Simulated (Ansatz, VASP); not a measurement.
## C: VASP beside Ansatz

INCAR

```
PREC     = Accurate       # precision mode
ENCUT    = 520            # plane-wave cutoff, eV
EDIFF    = 1E-7           # SCF threshold, eV
ISMEAR   = -1             # smearing method
SIGMA    = 0.02           # smearing width, eV
LREAL    = F              # projectors in reciprocal space
LASPH    = T              # aspherical terms in the spheres
NELM     = 60             # most SCF steps
ALGO     = Normal         # electronic algorithm
ISIF     = 2              # what is computed and relaxed
LWAVE    = F              # write WAVECAR
LCHARG   = F              # write CHGCAR
GGA      = PE             # functional
NBANDS   = 11             # bands
```

Contents of KPOINTS:

```
regular mesh
0
Gamma
  12 12 12
```

POSCAR

```
C
1.0
    0.0261361777      1.7706578374      1.7706578374
    1.7706578374      0.0261361777      1.7706578374
    1.7706578374      1.7706578374      0.0261361777
C
2
Direct
    0.0001661688      0.0001661688      0.0001661688
    0.2498338312      0.2498338312      0.2498338312
```

Input for Ansatz:

```yaml
crystal:
  lattice:
    - [0.0261361777, 1.7706578374, 1.7706578374]
    - [1.7706578374, 0.0261361777, 1.7706578374]
    - [1.7706578374, 1.7706578374, 0.0261361777]
  atoms:
    - { symbol: C, position: [0.0001661688, 0.0001661688, 0.0001661688] }
    - { symbol: C, position: [0.2498338312, 0.2498338312, 0.2498338312] }
kpoints:
  mp_grid: { grid: [12, 12, 12] }
  band_path:
    path:
      - [0.0, 0.0, 0.0]
      - [0.5, 0.0, 0.5]
      - [0.625, 0.25, 0.625]
      - [0.375, 0.375, 0.75]
      - [0.5, 0.5, 0.5]
      - [0.5, 0.25, 0.75]
      - [-0.003906, 0.36849, 0.36849]
    npoints: 1
hamiltonian:
  xc: pbe
scf:
  occupations: { method: fermi_dirac, width: 0.02 }
  n_extra_bands: 4
output:
  forces: true
  stress: true
  eigenvalues: true
  write_density: true
  write_potential: true
  elf: true
  volumetric_format: npy
```

Change from the starting cell: epitaxial_111 strain -2.0%.

Alike in both runs: task single point; functional PBE; k mesh 12 × 12 × 12; occupations fermi-dirac, width 0.02 eV; no spin polarisation.

```csv
,VASP,Ansatz
version,VASP 6.6.1,Ansatz 0.2.0
potentials or method,"VASP PAW PBE potentials, release 64 (C)","plane waves, PAW"
plane-wave cutoff (eV),520,420
valence electrons in the cell,8,8
```

```tsv
	VASP	Ansatz	Ansatz less VASP
gap on the k mesh at the Fermi level (eV)	4.21	4.22	+0.007
pressure (GPa)	23.8	22.9	-0.87
traceless stress, the component that is largest in VASP (GPa)	-9.21	-9.16	+0.055
rms of the force components (eV/Å)	0.022	0.017	-0.0042
```

Atom by atom the forces differ by 0.004 eV/Å (rms over components).
